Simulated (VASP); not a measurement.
Write the native input for VASP 6.6.1 that does the following.

```yaml
Task: single point
Functional: LDA
Potentials_or_basis: VASP PAW LDA potentials, release 64 (Ta_pv, N)
Cutoff: 520 eV
k_mesh: 18 × 18 × 18
Occupations: gaussian, width 0.15 eV
Spin: no spin polarisation
Dipole_correction: no
Further_INCAR_settings: ALGO = Normal; EDIFF = 1e-06; NBANDS = 15
```

The structure of TaN lies in POSCAR:

```
TaN
1.0
    0.0000000000      2.1738356505      2.1738356505
    2.1738356505      0.0000000000      2.1738356505
    2.1738356505      2.1738356505      0.0000000000
Ta N
1 1
Direct
    0.4956556505      0.5043443495      0.5043443495
    0.0561219980     -0.0561219980     -0.0561219980
```

The input as run:

INCAR

```
PREC = Accurate ; ENCUT = 520
EDIFF = 1E-6 ; ISMEAR = 0
SIGMA = 0.15 ; LREAL = False
LASPH = True ; NELM = 80
ALGO = Normal ; ISIF = 2
LWAVE = False ; LCHARG = True
GGA = CA ; LELF = True
LVHAR = True ; NBANDS = 15
```

KPOINTS

```
regular mesh
0
Gamma
  18 18 18
```

Potentials or basis: VASP PAW LDA potentials, release 64 (Ta_pv, N).

Launch:

```console
$ cat potpaw_LDA.64/Ta_pv/POTCAR potpaw_LDA.64/N/POTCAR > POTCAR
$ mpirun -np 1 vasp_std > vasp.out
```

Results of the run:

The pressure is 15.9 GPa and the largest force is 3.487 eV/Å. The band gap on the k mesh is zero (band 8 reaches 11.35 eV, above the bottom of band 9 at 8.25 eV).

Caveat: spin-orbit coupling is left out, which moves the levels of the heavy elements; forces of over 1 eV/Å act on the atoms, so gaps and moduli don't describe the material at rest.

Wall time 38 s on 1 thread of Intel(R) Xeon(R) 6975P-C (Granite Rapids) (shared host), peak memory 0.25 GiB.
